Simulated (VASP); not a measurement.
Here is a VASP 6.6.1 calculation.

File INCAR:

```
SYSTEM = Si
PREC = Accurate ; ENCUT = 520
EDIFF = 1E-6 ; ISMEAR = 0
SIGMA = 0.15 ; LREAL = .FALSE.
LASPH = .TRUE. ; NELM = 60
ALGO = Normal ; ISIF = 2
LWAVE = .FALSE. ; LCHARG = .TRUE.
GGA = PE ; IVDW = 12
LELF = .TRUE. ; LVHAR = .TRUE.
NBANDS = 8
```

Contents of KPOINTS:

```
regular mesh
0
G
  28 28 28
  0 0 0
```

Contents of POSCAR:

```
Si
1.0
    0.0000000000      1.8054944207      1.8530074317
    1.8054944207      0.0000000000      1.8530074317
    1.8054944207      1.8054944207      0.0000000000
Si
1
Direct
    0.0000000000      0.0000000000      0.0000000000
```

Potentials or basis: VASP PAW PBE potentials, release 64 (Si).

The run is started by

```bash
$ cat potpaw_PBE.64/Si/POTCAR > POTCAR
$ mpirun -np 1 vasp_std > vasp.out
```

(1) Predict the band gap on the k mesh.

(2) Estimate the dispersion energy per atom.

(3) What does it give for the pressure?

Results:

(1) zero (band 2 reaches 25.14 eV, above the bottom of band 3 at 9.00 eV).

(2) -0.517 eV.

(3) 14.9 GPa.

Caveat: the cell differs from its parent crystal (strain -0.050 along x and y, -0.025 along z); pairwise dispersion overbinds metals, which lowers pressure and volume.
